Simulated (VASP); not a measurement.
Write the native input for VASP 6.6.1 that does the following.

```yaml
Task: single point
Functional: PBE
Potentials_or_basis: VASP PAW PBE potentials, release 64 (Fe)
Cutoff: 520 eV
k_mesh: 12 × 12 × 12
Occupations: fermi-dirac, width 0.1 eV
Spin: collinear spin, ferromagnetic start
Starting_moments: "[4.0] μB"
Dipole_correction: no
Further_INCAR_settings: ALGO = Normal; EDIFF = 1e-06; NBANDS = 14
```

The structure of Fe lies in POSCAR:

```
Fe
1.0
    0.0000000000      1.8260000000      1.8260000000
    1.8260000000      0.0000000000      1.8260000000
    1.8260000000      1.8260000000      0.0000000000
Fe
1
Direct
    0.0000000000      0.0000000000      0.0000000000
```

One way to write it, as run:

INCAR

```
PREC = Accurate
ENCUT = 520
EDIFF = 1E-6
ISMEAR = -1
SIGMA = 0.1
LREAL = F
LASPH = T
NELM = 150
ALGO = Normal
ISIF = 2
LWAVE = F
LCHARG = F
ISPIN = 2
MAGMOM = 4
LORBIT = 11
LMAXMIX = 4
GGA = PE
NBANDS = 14
```

KPOINTS

```
Automatic mesh
0
Gamma
  12 12 12
```

Potentials or basis: VASP PAW PBE potentials, release 64 (Fe).

Launch:

```console
$ cat potpaw_PBE.64/Fe/POTCAR > POTCAR
$ mpirun -np 1 vasp_std > vasp.out
```

Results of the run:

```
Pressure                                              : -2.5 GPa
Net moment                                            : 2.57 μB per cell
Site moments                                          : Fe +2.57 μB
Valence electrons inside the program's atomic spheres : Fe 7.13
```

Run time: 12 s on 1 thread of Intel(R) Xeon(R) 6975P-C (Granite Rapids), with other jobs on the host, peak memory 0.14 GiB.
